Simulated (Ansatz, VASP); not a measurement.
Two plane-wave programs on Ir

The input INCAR:

```
SYSTEM = Ir
ALGO = Fast ; EDIFF = 1E-6
EDIFFG = -0.05 ; ENCUT = 600
GGA = PS ; IBRION = 2
ISIF = 3 ; ISMEAR = 0
LASPH = .True. ; LCHARG = .False.
LREAL = .False. ; LWAVE = .False.
NELM = 100 ; NSW = 80
PREC = Accurate ; SIGMA = 0.1
```

The input KPOINTS:

```
k-points
0
Gamma
  8 8 8
  0 0 0
```

File POSCAR:

```
Ir
1.0
    0.0000000000      2.0075525990      2.0075525990
    2.0075525990      0.0000000000      2.0075525990
    2.0075525990      2.0075525990      0.0000000000
Ir
1
Direct
    0.0000000000      0.0000000000      0.0000000000
```

Input for Ansatz:

```yaml
crystal:
  lattice:
    - [0.0, 2.007552599, 2.007552599]
    - [2.007552599, 0.0, 2.007552599]
    - [2.007552599, 2.007552599, 0.0]
  atoms:
    - { symbol: Ir, position: [0.0, 0.0, 0.0] }
basis:
  ecutwfc: 420
kpoints:
  mp_grid: { grid: [8, 8, 8] }
hamiltonian:
  xc: pbesol
scf:
  occupations: { method: gaussian, width: 0.1 }
output:
  forces: true
  stress: true
  eigenvalues: true
relax:
  adjacent_minimum: "off"
  f_tol: 0.05
  max_steps: 60
  cell: { stress_tol: 0.5 }
```

Alike in both runs: task relaxation of cell and atoms; functional PBEsol; k mesh 8 × 8 × 8; occupations gaussian, width 0.1 eV; no spin polarisation.

```csv
,VASP,Ansatz
version,VASP 6.6.1,Ansatz 0.2.0
potentials or method,"VASP PAW PBE potentials, release 64 (Ir), cutoff 600 eV","scalar-relativistic, plane waves, PAW"
valence electrons in the cell,9,17
```

VASP gave:

| Quantity | Value |
| --- | --- |
| gap on the k mesh at the Fermi level, each at its own relaxed structure (eV) | none |
| relaxed volume (Å³/atom) | 14.13 |
| relaxed cell length with the largest relative difference (Å) | 2.714 |

**Question.** What did Ansatz give for the same quantities?

**Answer.** gap on the k mesh at the Fermi level, each at its own relaxed structure (eV): none; relaxed volume (Å³/atom): 14.10; relaxed cell length with the largest relative difference (Å): 2.712.

VASP's potentials were made for PBE, not for PBEsol. A gap of «none» marks a metal or a gap that the smearing closes. VASP's potentials hold 9 valence electrons a cell and Ansatz's 17, so a difference there can come from the potentials and not from the codes.

Neither program's run includes spin-orbit coupling.
